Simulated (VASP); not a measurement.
Ba, 1 atom in the cell. It takes space group Im-3m (No. 229, cubic). The conventional cell has a = 4.958 Å, b = 4.958 Å, c = 4.958 Å, α = 90.00°, β = 90.00°, γ = 90.00°. Ba (site symmetry m-3m) has 14 Ba at 4.29 to 4.96 Å within 5.6 Å. 

```yaml
Program: VASP 6.6.1
Task: single point
Functional: PBE
Dispersion: D4
Potentials_or_basis: VASP PAW PBE potentials, release 64 (Ba_sv)
Cutoff: 520 eV
k_mesh: 5 × 5 × 5
Occupations: gaussian, width 0.15 eV
Spin: no spin polarisation
Dipole_correction: no
Further_INCAR_settings: ALGO = Normal; EDIFF = 1e-06; NBANDS = 11
```

Potentials or basis: VASP PAW PBE potentials, release 64 (Ba_sv).

Command:

```console
$ cat potpaw_PBE.64/Ba_sv/POTCAR > POTCAR
$ mpirun -np 1 vasp_std > vasp.out
```

Hardware: 1 thread of Intel Xeon 8259CL, on a shared host.

How long does it take, and how much memory?

It took 9.3 s on 1 thread of Intel Xeon 8259CL, with other jobs on the host, peak memory 0.17 GiB. Counts: scf iterations 11, k points 10.
